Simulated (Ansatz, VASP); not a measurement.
One calculation of ZnCu, two programs

```xyz
2
Lattice="1.4880 -2.1213 0.0000 1.4880 2.1213 0.0000 0.0000 0.0000 4.1407" Properties=species:S:1:pos:R:3 pbc="T T T"
Zn    1.4880    0.0000    2.0704
Cu    0.0000    0.0000    0.0000
```

Alike in both runs: task single point; functional LDA; k mesh 16 × 16 × 9; occupations fermi-dirac, width 0.05 eV; collinear spin.

```csv
,VASP,Ansatz
version,VASP 6.6.1,Ansatz 0.2.0
potentials or method,"VASP PAW LDA potentials, release 64 (Zn, Cu)","PAW with Ansatz's default frozen-core files, scalar-relativistic"
plane-wave cutoff (eV),520,420
valence electrons in the cell,23,31
```

Ansatz gave:

```
pressure (GPa)                                                : -11.4
traceless stress, the component that is largest in VASP (GPa) : 1.24
net moment per atom (μB)                                      : 0.00
```

**Question.** Estimate VASP's values.

**Answer.** Pressure (GPa): -10.6; traceless stress, the component that is largest in VASP (GPa): 1.26; net moment per atom (μB): 0.00.

LDA's correlation is that of Perdew and Zunger in VASP and of Perdew and Wang (1992) in Ansatz. VASP's potentials hold 23 valence electrons a cell and Ansatz's 31, so a difference there can come from the potentials and not from the codes. Ansatz's warnings: seeded moment not kept.
